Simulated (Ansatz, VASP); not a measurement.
One calculation of Cs, two programs

POSCAR

```
Cs
1.0
    0.0000000000      3.8081113733      3.8081113733
    3.8081113733      0.0000000000      3.8081113733
    3.8081113733      3.8081113733      0.0000000000
Cs
1
Direct
    0.0000000000      0.0000000000      0.0000000000
```

Contents of INCAR.step1:

```
SYSTEM = Cs
  ALGO = Normal
  EDIFF = 1E-5
  EDIFFG = -0.005
  ENCUT = 550
  GGA = PE
  GGA_COMPAT = .FALSE.
  IBRION = 2
  ISIF = 3
  ISMEAR = -1
  LASPH = .TRUE.
  LCHARG = .FALSE.
  LREAL = .FALSE.
  LWAVE = .TRUE.
  NELM = 120
  NELMIN = 4
  NSW = 100
  PREC = Accurate
  SIGMA = 0.1
```

Contents of INCAR.step2:

```
SYSTEM = Cs
  ALGO = Normal
  EDIFF = 1E-7
  EDIFFG = -0.01
  ENCUT = 550
  GGA_COMPAT = .FALSE.
  IBRION = 2
  ISIF = 3
  ISMEAR = -1
  ISTART = 1
  LASPH = .TRUE.
  LCHARG = .FALSE.
  LMIXTAU = .TRUE.
  LREAL = .FALSE.
  LWAVE = .FALSE.
  METAGGA = R2SCAN
  NELM = 120
  NELMIN = 4
  NSW = 80
  PREC = Accurate
  SIGMA = 0.1
```

Contents of KPOINTS:

```
k-points
0
G
  7 7 7
  0 0 0
```

Input for Ansatz:

```yaml
crystal:
  lattice:
    - [0.0, 3.8081113733, 3.8081113733]
    - [3.8081113733, 0.0, 3.8081113733]
    - [3.8081113733, 3.8081113733, 0.0]
  atoms:
    - { symbol: Cs, position: [0.0, 0.0, 0.0] }
hamiltonian:
  xc: r2scan
  pseudopotentials:
    kind: paw
    azcp:
      Cs: "pseudopotentials/Cs.paw.azcp"
basis:
  ecutwfc: 500
  fft_grid_basis: typed
kpoints:
  mp_grid: { grid: [7, 7, 7], shift: [0, 0, 0] }
magnetization:
  spin_polarized: false
scf:
  occupations: { method: fermi_dirac, width: 0.1 }
relax:
  max_steps: 60
  f_tol: 0.01
  cell: {}
```

Alike in both runs: task relaxation of cell and atoms; functional r2SCAN; k mesh 7 × 7 × 7; occupations fermi-dirac, width 0.1 eV; no spin polarisation.

|  | VASP | Ansatz |
| --- | --- | --- |
| version | VASP 6.6.1 | Ansatz 0.2.0 |
| potentials or method | VASP PAW PBE potentials, release 64 (Cs_sv), cutoff 550 eV | plane waves (500 eV) with PAW, scalar-relativistic |
| valence electrons in the cell | 9 | 9 |

```csv
,VASP,Ansatz,Ansatz less VASP
relaxed volume (Å³/atom),123.31,123.60,+0.287
relaxed length of the cell vector where the two differ most in proportion (Å),5.587,5.591,+0.0043
```

VASP's potentials were made for PBE, not for r2SCAN.

Neither program's run includes spin-orbit coupling.
